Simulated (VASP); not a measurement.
Input of a VASP 6.6.1 run:

File INCAR:

```
SYSTEM = Si2C3
ALGO = Normal
EDIFF = 1E-6
ENCUT = 520
GGA = PE
ISIF = 2
ISMEAR = 0
LASPH = .True.
LCHARG = .False.
LREAL = .False.
LWAVE = .False.
NBANDS = 18
NELM = 60
PREC = Accurate
SIGMA = 0.1
```

KPOINTS

```
k-points
0
Gamma
  12 12 4
  0 0 0
```

POSCAR

```
Si2C3
1.0
    3.0810882065      0.0000000000      0.0000000000
   -1.5405441032      2.6683006581      0.0000000000
    0.0000000000      0.0000000000      9.4305333288
Si C
2 3
Direct
    0.6666666667      0.3333333333      0.5000000000
    0.3333333333      0.6666666667      0.0000000000
    0.0000000000      0.0000000000      0.5818018594
    0.0000000000      0.0000000000      0.4181981406
    0.6666666667      0.3333333333      0.0000000000
```

Potentials or basis: VASP PAW PBE potentials, release 64 (Si, C).

The run is started by

```console
$ cat potpaw_PBE.64/Si/POTCAR potpaw_PBE.64/C/POTCAR > POTCAR
$ mpirun -np 1 vasp_std > vasp.out
```

(1) Estimate the band gap on the k mesh.

(2) What does it give for the largest force?

(3) Estimate the pressure.

Answers

(1) zero (band 10 reaches 5.39 eV, above the bottom of band 11 at 2.73 eV).

(2) 0.065 eV/Å.

(3) 0.0 GPa.
